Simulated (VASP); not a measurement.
# PtS2 (P-3m1) in VASP: a series of runs

PtS2 is run at these levels: PBE, r2SCAN; tasks: single point.

Program: VASP 6.6.1. These are calculated values, not measurements. Logs are shortened: lines on timing, memory, paths and dates and some standing lists are left out, and cuts for length are marked.

## Step 1: The cell of the first run

Symmetry: P-3m1, No. 164, trigonal system. The conventional cell has a = 3.693 Å, b = 3.693 Å, c = 5.325 Å, α = 90.00°, β = 90.00°, γ = 120.00°. Within 3.2 Å of Pt (site symmetry -3m) lie 6 S at 2.43 Å. Within 3.2 Å of S (site symmetry 3m) lie 3 Pt at 2.43 Å and 3 S at 3.15 Å.

## Step 2: Single point, PBE (strain +4.0%)

File INCAR:

```
SYSTEM = PtS2
PREC = Accurate
ENCUT = 520
EDIFF = 1E-7
ISMEAR = -1
SIGMA = 0.02
LREAL = .False.
LASPH = .True.
NELM = 60
ALGO = Normal
ISIF = 2
LWAVE = .False.
LCHARG = .False.
GGA = PE
NBANDS = 18
```

File KPOINTS:

```
Automatic mesh
0
Gamma
  12 12 6
  0 0 0
```

File POSCAR:

```
PtS2
1.0
    3.6929709228      0.0000000000      0.0000000000
   -1.8464854614      3.1982066345      0.0000000000
    0.0000000000      0.0000000000      5.3250581313
Pt S
1 2
Direct
    0.0000000000      0.0000000000      0.0000000000
    0.3333333333      0.6666666667      0.2182882925
    0.6666666667      0.3333333333      0.7817117075
```

Potentials or basis: VASP PAW PBE potentials, release 64 (Pt, S).

On the command line:

```
cat potpaw_PBE.64/Pt/POTCAR potpaw_PBE.64/S/POTCAR > POTCAR
mpirun -np 1 vasp_std > vasp.out
```

OUTCAR:

```text
SYSTEM = PtS2
   PREC = Accurate
   ENCUT = 520
   EDIFF = 1E-7
   ISMEAR = -1
   LREAL = .False.
   LASPH = .True.
   NELM = 60
   ISIF = 2
   GGA = PE

 ion  position               nearest neighbor table
   1  0.000  0.000  0.000-   2 2.43   3 2.43   2 2.43   3 2.43   3 2.43   2 2.43
   2  0.333  0.667  0.218-   1 2.43   1 2.43   1 2.43
   3  0.667  0.333  0.782-   1 2.43   1 2.43   1 2.43

  LATTYP: Found a hexagonal cell.
 ALAT       =     3.6929709228
 C/A-ratio  =     1.4419442348

  Lattice vectors:

 A1 = (   3.6929709228,   0.0000000000,   0.0000000000)
 A2 = (  -1.8464854614,   3.1982066345,   0.0000000000)
 A3 = (   0.0000000000,   0.0000000000,   5.3250581313)

Analysis of symmetry for initial positions (statically):
=====================================================================
 Subroutine PRICEL returns:
 Original cell was already a primitive cell.

 Routine SETGRP: Setting up the symmetry group for a
 hexagonal supercell.

 Subroutine GETGRP returns: Found 12 space group operations
 (whereof 12 operations were pure point group operations)
 out of a pool of 24 trial point group operations.

The static configuration has the point symmetry D_3d.

Analysis of symmetry for dynamics (positions and initial velocities):
=====================================================================
 Subroutine PRICEL returns:
 Original cell was already a primitive cell.

 Routine SETGRP: Setting up the symmetry group for a
 hexagonal supercell.

 Subroutine GETGRP returns: Found 12 space group operations
 (whereof 12 operations were pure point group operations)
 out of a pool of 24 trial point group operations.

The dynamic configuration has the point symmetry D_3d.

 Subroutine INISYM returns: Found 12 space group operations
 (whereof 12 operations are pure point group operations),
 and found     1 'primitive' translations

----------------------------------------------------------------------------------------

                                     Primitive cell

  volume of cell :      62.8936

  direct lattice vectors                    reciprocal lattice vectors
     3.692970923  0.000000000  0.000000000     0.270784694  0.156337616  0.000000000
    -1.846485461  3.198206634  0.000000000     0.000000000  0.312675232  0.000000000
     0.000000000  0.000000000  5.325058131     0.000000000  0.000000000  0.187791377

  length of vectors
     3.692970923  3.692970923  5.325058131     0.312675232  0.312675232  0.187791377

  position of ions in fractional coordinates (direct lattice)
     0.000000000  0.000000000  0.000000000
     0.333333333  0.666666667  0.218288292
     0.666666667  0.333333333  0.781711708

  ion indices of the primitive-cell ions
   primitive index   ion index
                 1           1
                 2           2
                 3           3

----------------------------------------------------------------------------------------

 KPOINTS: Automatic mesh

Automatic generation of k-mesh.
 Grid dimensions read from file:
 generate k-points for:   12   12    6

 Generating k-lattice:

  Cartesian coordinates                     Fractional coordinates (reciprocal lattice)
     0.022565391  0.013028135  0.000000000     0.083333333 -0.000000000  0.000000000
     0.000000000  0.026056269  0.000000000     0.000000000  0.083333333  0.000000000
     0.000000000  0.000000000  0.031298563     0.000000000  0.000000000  0.166666667

  Length of vectors
     0.026056269  0.026056269  0.031298563

  Shift w.r.t. Gamma in fractional coordinates (k-lattice)
     0.000000000  0.000000000  0.000000000

 Subroutine IBZKPT returns following result:
 ===========================================

 Found    100 irreducible k-points:

 Following reciprocal coordinates:
            Coordinates               Weight
  0.000000  0.000000  0.000000      1.000000
  0.083333  0.000000  0.000000      6.000000
  0.166667 -0.000000  0.000000      6.000000
  0.250000 -0.000000  0.000000      6.000000
  0.333333  0.000000  0.000000      6.000000
  0.416667  0.000000  0.000000      6.000000
[... 16 lines left out ...]
  0.166667 -0.000000  0.166667      6.000000
  0.000000  0.166667  0.166667      6.000000
 [... further k-points ...]
   k-points           NKPTS =    100   k-points in BZ     NKDIM =    100   number of bands    NBANDS=     18
   number of dos      NEDOS =    301   number of ions     NIONS =      3
   total plane-waves  NPLWV =  31360
   dimension x,y,z NGX =    28 NGY =   28 NGZ =   40
   dimension x,y,z NGXF=    56 NGYF=   56 NGZF=   80
   ions per type =               1   2
   NGX,Y,Z   is equivalent  to a cutoff of  12.60, 12.60, 12.49 a.u.
   NGXF,Y,Z  is equivalent  to a cutoff of  25.21, 25.21, 24.98 a.u.
 SYSTEM =  PtS2
   PREC   = accura    normal or accurate (medium, high low for compatibility)
   ISTART =      0    job   : 0-new  1-cont  2-samecut
   ICHARG =      2    charge: 1-file 2-atom 10-const
   ISPIN  =      1    spin polarized calculation?
   LNONCOLLINEAR =      F non collinear calculations
   LSORBIT =      F    spin-orbit coupling
   LASPH  =      T    aspherical Exc in radial PAW
   ENCUT  =  520.0 eV  38.22 Ry    6.18 a.u.   6.87  6.87  9.90*2*pi/ulx,y,z
   NELM   =     60;   NELMIN=  2; NELMDL= -5     # of ELM steps
   EDIFF  = 0.1E-06   stopping-criterion for ELM
   LREAL  =      F    real-space projection
   EDIFFG = 0.1E-05   stopping-criterion for IOM
   NSW    =      0    number of steps for IOM
   IBRION =     -1    ionic relax: 0-MD 1-quasi-New 2-CG
   NFREE  =      0    steps in history (QN), initial steepest desc. (CG)
   ISIF   =      2    stress and relaxation
   ISYM   =      2    0-nonsym 1-usesym 2-fastsym
   POTIM  = 0.5000    time-step for ionic-motion
   TEBEG  =    0.0;   TEEND  =   0.0 temperature during run
   PSTRESS=    0.0 pullay stress
   NELECT =      22.0000    total number of electrons
   NUPDOWN=      -1.0000    fix difference up-down
   EMIN   =  10.00;   EMAX   =-10.00  energy-range for DOS
   EFERMI =   0.00;   METHOD = LEGACY
   ISMEAR =    -1;   SIGMA  =   0.02  broadening in eV -4-tet -1-fermi 0-gaus
   EFERMI_NEDOS =   21; number of points for ismear=-14 and -15
   IALGO  =     38    algorithm
   IMIX   =      4    mixing-type and parameters
     AMIX     =   0.40;   BMIX     =  1.00
     AMIX_MAG =   1.60;   BMIX_MAG =  1.00
  volume/ion in A,a.u.               =      20.96       141.48
  Fermi-wavevector in a.u.,A,eV,Ry     =   1.153489  2.179778 18.103054  1.330537
  Thomas-Fermi vector in A             =   2.290133
   LORBIT       =      0    0 simple, 1 ext, 2 COOP (PROOUT), +10 PAW based schemes
   GGA     = PE    functional components
   LHFCALC =     F    Hartree Fock is set to
   AEXX    =    0.0000 exact exchange contribution
   IVDW    =     0    specifies the selected vdW correction
   LEPSILON=     F    determine dielectric tensor
   LRPA    =     F    only Hartree local field effects (RPA)
 non-spin polarized calculation
  energy-cutoff  :      520.00
  volume of cell :       62.89
 maximum number of plane-waves:      1709
   NGX = 13   NGY = 13   NGZ = 19

 number of electron      22.0000000 magnetization

 Free energy of the ion-electron system (eV)
  ---------------------------------------------------
  ext. energy  EPLUGINS =         0.00000000
  ---------------------------------------------------
  free energy    TOTEN  =       -15.37259756 eV

  energy without entropy =      -15.37259756  energy(sigma->0) =      -15.37259756

 E-fermi :   5.3101     XC(G=0):  -9.8431

 val. band max:        4.8890980662   @ k =   0.0000   0.1667   0.1667
 cond. band min:       5.6981716798   @ k =   0.0000   0.2500   0.3333
 fundamental gap:      0.8090736136
 Fermi energy:         5.3100823894

 k-point     1 :       0.0000    0.0000    0.0000
  band No.  band energies     occupation
      1      -9.6271      2.00000
      2      -7.0399      2.00000
      3      -1.2257      2.00000
      4      -1.2257      2.00000
      5      -0.9462      2.00000
      6       1.5650      2.00000
[... 10 lines left out ...]
     17      12.8227      0.00000
     18      15.7738      0.00000

 k-point     2 :       0.0833    0.0000    0.0000
  band No.  band energies     occupation
      1      -9.5494      2.00000
      2      -7.0806      2.00000
      3      -1.1707      2.00000
      4      -1.1638      2.00000
      5      -0.8693      2.00000
      6       1.4423      2.00000
[... 10 lines left out ...]
     17      13.0832      0.00000
     18      15.7041      0.00000

 k-point     3 :       0.1667   -0.0000    0.0000
  band No.  band energies     occupation
      1      -9.3252      2.00000
      2      -7.1904      2.00000
      3      -1.0174      2.00000
      4      -0.9987      2.00000
      5      -0.6437      2.00000
      6       1.0343      2.00000
[... 10 lines left out ...]
     17      13.7248      0.00000
     18      15.0273      0.00000

 k-point     4 :       0.2500   -0.0000    0.0000
  band No.  band energies     occupation
      1      -8.9834      2.00000
      2      -7.3404      2.00000
      3      -0.8275      2.00000
      4      -0.8054      2.00000
      5      -0.3021      2.00000
      6       0.4420      2.00000
[... 10 lines left out ...]
     17      14.1181      0.00000
     18      14.1730      0.00000

 k-point     5 :       0.3333    0.0000    0.0000
  band No.  band energies     occupation
      1      -8.5782      2.00000
      2      -7.5022      2.00000
      3      -1.0255      2.00000
      4      -0.6060      2.00000
      5      -0.0028      2.00000
      6       0.3819      2.00000
[... 10 lines left out ...]
     17      13.9100      0.00000
     18      14.0955      0.00000

 k-point     6 :       0.4167    0.0000    0.0000
  band No.  band energies     occupation
      1      -8.1908      2.00000
      2      -7.6676      2.00000
      3      -1.5027      2.00000
      4      -0.4865      2.00000
      5       0.3004      2.00000
      6       0.8095      2.00000
[... 10 lines left out ...]
     17      13.5879      0.00000
     18      14.9657      0.00000

 k-point     7 :       0.5000   -0.0000    0.0000
  band No.  band energies     occupation
      1      -7.9417      2.00000
      2      -7.8234      2.00000
      3      -1.7114      2.00000
      4      -0.4519      2.00000
      5       0.4800      2.00000
      6       1.0379      2.00000
[... 10 lines left out ...]
     17      13.4670      0.00000
     18      15.4004      0.00000

 k-point     8 :       0.0833    0.0833    0.0000
  band No.  band energies     occupation
      1      -9.3984      2.00000
      2      -7.1556      2.00000
      3      -1.0707      2.00000
      4      -1.0435      2.00000
      5      -0.7207      2.00000
      6       1.2709      2.00000
[... 10 lines left out ...]
     17      13.6223      0.00000
     18      15.2558      0.00000
[... 229 lines left out ...]
     17      14.0861      0.00000
     18      15.1255      0.00000

 k-point    20 :       0.0000    0.0000    0.1667
  band No.  band energies     occupation
      1      -9.5859      2.00000
      2      -7.1406      2.00000
      3      -1.2222      2.00000
      4      -1.2222      2.00000
      5      -0.7496      2.00000
      6       1.5616      2.00000
[... 10 lines left out ...]
     17      12.7578      0.00000
     18      15.2980      0.00000

 k-point    21 :       0.0833    0.0000    0.1667
  band No.  band energies     occupation
      1      -9.5082      2.00000
      2      -7.1758      2.00000
      3      -1.1918      2.00000
      4      -1.1628      2.00000
      5      -0.6609      2.00000
      6       1.4432      2.00000
[... 10 lines left out ...]
     17      12.8970      0.00000
     18      15.0851      0.00000

 k-point    22 :       0.0000    0.0833    0.1667
  band No.  band energies     occupation
      1      -9.5087      2.00000
      2      -7.1743      2.00000
      3      -1.1943      2.00000
      4      -1.1721      2.00000
      5      -0.6539      2.00000
      6       1.4301      2.00000
[... 10 lines left out ...]
     17      13.1519      0.00000
     18      15.1222      0.00000

 k-point    23 :       0.1667   -0.0000    0.1667
  band No.  band energies     occupation
      1      -9.2834      2.00000
      2      -7.2742      2.00000
      3      -1.0594      2.00000
      4      -1.0056      2.00000
      5      -0.4471      2.00000
      6       1.0558      2.00000
[... 10 lines left out ...]
     17      13.4502      0.00000
     18      14.6412      0.00000

 k-point    24 :       0.0000    0.1667    0.1667
  band No.  band energies     occupation
      1      -9.2872      2.00000
      2      -7.2631      2.00000
      3      -1.1169      2.00000
      4      -1.0252      2.00000
      5      -0.3995      2.00000
      6       1.0012      2.00000
[... 10 lines left out ...]
     17      13.9432      0.00000
     18      14.4247      0.00000

 [... further k-points ...]
[... 5 lines left out ...]
  --------------------------------------------------------------------------------------
  -------------------------------------------------------------------------------------
  Total       -2.3050713     -2.3050713      0.0790147      0.0000000      0.0000000      0.0000000
  in kB      -58.7202882    -58.7202882      2.0128519      0.0000000      0.0000000      0.0000000
  external PRESSURE =     -38.4759081 kB  Pullay stress =       0.0000000 kB

 VOLUME and BASIS-vectors are now :
 -----------------------------------------------------------------------------
  energy-cutoff  :      520.00
  volume of cell :       62.89
      direct lattice vectors                 reciprocal lattice vectors
     3.692970923  0.000000000  0.000000000     0.270784694  0.156337616  0.000000000
    -1.846485461  3.198206634  0.000000000     0.000000000  0.312675232  0.000000000
     0.000000000  0.000000000  5.325058131     0.000000000  0.000000000  0.187791377

 POSITION                                       TOTAL-FORCE (eV/Angst)
 -----------------------------------------------------------------------------------
      0.00000      0.00000      0.00000         0.000000     -0.000000      0.000000
     -0.00000      2.13214      1.16240        -0.000000      0.000000     -0.041389
      1.84649      1.06607      4.16266        -0.000000      0.000000      0.041389
 -----------------------------------------------------------------------------------
    total drift:                               -0.000000     -0.000000      0.000000

  FREE ENERGIE OF THE ION-ELECTRON SYSTEM (eV)
  ---------------------------------------------------
  free  energy   TOTEN  =       -15.3725975592 eV

  energy  without entropy=      -15.3725975591  energy(sigma->0) =      -15.37259756
```

Run time: 2 min. Hardware: 1 thread of Intel Xeon Platinum 8375C at 2.90GHz (Ice Lake), shared host; peak memory 0.25 GiB.

What came out:

- Free energy: -15.3726 eV
- Pressure: -3.8 GPa
- Largest force: 0.041 eV/Å
- Band gap on the k mesh: 0.81 eV, indirect (least direct gap 1.01 eV)

Forces on the atoms (eV/Å):
```
Pt   0.000  0.000  0.000
S    0.000  0.000 -0.041
S    0.000  0.000  0.041
```

Stress tensor (GPa, compression positive):
```
-5.87  0.00  0.00
 0.00 -5.87  0.00
 0.00  0.00  0.20
```

Caveat: the cell differs from its parent crystal (strain +4.0%); spin-orbit coupling is left out, which moves the levels of the heavy elements; this functional lacks dispersion, which binds the layers, so the pressure and a relaxed spacing across them are unreliable.

## Step 3: Single point, r2SCAN (strain +4.0%)

POSCAR is that of step 2.

File INCAR.step1:

```
PREC = Accurate
ENCUT = 520
ISMEAR = 0
SIGMA = 0.01
LREAL = False
LASPH = True
NELM = 100
NBANDS = 18
GGA = PE
ALGO = Normal
EDIFF = 1E-4
LWAVE = True
LCHARG = False
```

File INCAR.step2:

```
PREC = Accurate
ENCUT = 520
EDIFF = 1E-6
ISMEAR = 0
SIGMA = 0.01
LREAL = False
LASPH = True
NELM = 100
ALGO = Normal
ISIF = 2
LWAVE = False
LCHARG = False
METAGGA = R2SCAN
LMIXTAU = True
NBANDS = 18
ISTART = 1
```

File KPOINTS:

```
Automatic mesh
0
Gamma
  12 12 6
```

Potentials or basis: VASP PAW PBE potentials, release 64 (Pt, S).

On the command line:

```
cat potpaw_PBE.64/Pt/POTCAR potpaw_PBE.64/S/POTCAR > POTCAR
cp INCAR.step1 INCAR
mpirun -np 1 vasp_std > vasp.out
cp INCAR.step2 INCAR
mpirun -np 1 vasp_std > vasp.out
```

OUTCAR:

```text
PREC = Accurate
   ENCUT = 520
   EDIFF = 1E-6
   ISMEAR = 0
   LREAL = False
   LASPH = True
   NELM = 100
   ISIF = 2
   METAGGA = R2SCAN
   ISTART = 1

 ion  position               nearest neighbor table
   1  0.000  0.000  0.000-   2 2.43   3 2.43   2 2.43   3 2.43   3 2.43   2 2.43
   2  0.333  0.667  0.218-   1 2.43   1 2.43   1 2.43
   3  0.667  0.333  0.782-   1 2.43   1 2.43   1 2.43

  LATTYP: Found a hexagonal cell.
 ALAT       =     3.6929709228
 C/A-ratio  =     1.4419442348

  Lattice vectors:

 A1 = (   3.6929709228,   0.0000000000,   0.0000000000)
 A2 = (  -1.8464854614,   3.1982066345,   0.0000000000)
 A3 = (   0.0000000000,   0.0000000000,   5.3250581313)

Analysis of symmetry for initial positions (statically):
=====================================================================
 Subroutine PRICEL returns:
 Original cell was already a primitive cell.

 Routine SETGRP: Setting up the symmetry group for a
 hexagonal supercell.
[... 158 lines left out ...]

 number of electron      22.0000000 magnetization

 Free energy of the ion-electron system (eV)
  ---------------------------------------------------
  ext. energy  EPLUGINS =         0.00000000
  ---------------------------------------------------
  free energy    TOTEN  =       -68.74728632 eV

  energy without entropy =      -68.74728632  energy(sigma->0) =      -68.74728632

 E-fermi :   4.7199     XC(G=0): -10.4987

 val. band max:        4.6501027108   @ k =   0.0000   0.1667   0.1667
 cond. band min:       5.6006835328   @ k =   0.0000   0.2500   0.3333
 fundamental gap:      0.9505808220
 Fermi energy:         4.7199306116

 k-point     1 :       0.0000    0.0000    0.0000
  band No.  band energies     occupation
      1     -10.4941      2.00000
      2      -7.8028      2.00000
      3      -1.7008      2.00000
      4      -1.7008      2.00000
      5      -1.4151      2.00000
      6       1.1460      2.00000
[... 481 lines left out ...]
      5      -0.8470      2.00000
      6       0.5914      2.00000
[... 10 lines left out ...]
     17      14.2262      0.00000
     18      14.6956      0.00000

 [... further k-points ...]
[... 5 lines left out ...]
  --------------------------------------------------------------------------------------
  -------------------------------------------------------------------------------------
  Total       -3.3230046     -3.3230046     -0.2880065      0.0000000      0.0000000      0.0000000
  in kB      -84.6515198    -84.6515198     -7.3367910      0.0000000      0.0000000      0.0000000
  external PRESSURE =     -58.8799435 kB  Pullay stress =       0.0000000 kB

 VOLUME and BASIS-vectors are now :
 -----------------------------------------------------------------------------
  energy-cutoff  :      520.00
  volume of cell :       62.89
      direct lattice vectors                 reciprocal lattice vectors
     3.692970923  0.000000000  0.000000000     0.270784694  0.156337616  0.000000000
    -1.846485461  3.198206634  0.000000000     0.000000000  0.312675232  0.000000000
     0.000000000  0.000000000  5.325058131     0.000000000  0.000000000  0.187791377

 POSITION                                       TOTAL-FORCE (eV/Angst)
 -----------------------------------------------------------------------------------
      0.00000      0.00000      0.00000         0.000000      0.000000      0.000000
     -0.00000      2.13214      1.16240         0.000000     -0.000000     -0.045811
      1.84649      1.06607      4.16266        -0.000000      0.000000      0.045811
 -----------------------------------------------------------------------------------
    total drift:                               -0.000000     -0.000000      0.000000

  FREE ENERGIE OF THE ION-ELECTRON SYSTEM (eV)
  ---------------------------------------------------
  free  energy   TOTEN  =       -68.7472863151 eV

  energy  without entropy=      -68.7472863151  energy(sigma->0) =      -68.74728632
```

It took 6.6 min on 1 thread of Intel Xeon Platinum 8375C at 2.90GHz (Ice Lake), shared host; peak memory 0.26 GiB.

What came out:

* Free energy: -68.7473 eV
* Pressure: -5.9 GPa
* Largest force: 0.046 eV/Å
* Band gap on the k mesh: 0.95 eV, indirect (least direct gap 1.17 eV)

Forces on the atoms (eV/Å):
```
Pt   0.000  0.000  0.000
S    0.000  0.000 -0.046
S    0.000  0.000  0.046
```

Caveat: the cell differs from its parent crystal (strain +4.0%); the PAW data sets were made with another functional, which shifts forces and pressure a little; spin-orbit coupling is left out, which moves the levels of the heavy elements.
